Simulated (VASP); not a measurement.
Input of a VASP 6.6.1 run:

The input INCAR:

```
SYSTEM = GaSb
PREC = Accurate
ENCUT = 520
EDIFF = 1E-6
ISMEAR = -1
SIGMA = 0.02
LREAL = .False.
LASPH = .True.
NELM = 80
ALGO = Normal
ISIF = 2
LWAVE = .False.
LCHARG = .False.
GGA = PE
NBANDS = 16
```

The input KPOINTS:

```
Automatic mesh
0
Gamma
  8 8 8
  0 0 0
```

POSCAR

```
GaSb
1.0
    0.0000000000      3.0658787993      3.0658787993
    3.0658787993      0.0000000000      3.0658787993
    3.0658787993      3.0658787993      0.0000000000
Ga Sb
1 1
Direct
    0.0000000000      0.0000000000      0.0000000000
    0.2500000000      0.2500000000      0.2500000000
```

Potentials or basis: VASP PAW PBE potentials, release 64 (Ga_d, Sb).

Launch:

```console
$ cat potpaw_PBE.64/Ga_d/POTCAR potpaw_PBE.64/Sb/POTCAR > POTCAR
$ mpirun -np 1 vasp_std > vasp.out
```

Predict the band gap on the k mesh.

zero (filled and empty bands touch).

Estimate the pressure.

2.0 GPa.

Caveat: spin-orbit coupling is left out, which moves the levels of the heavy elements.
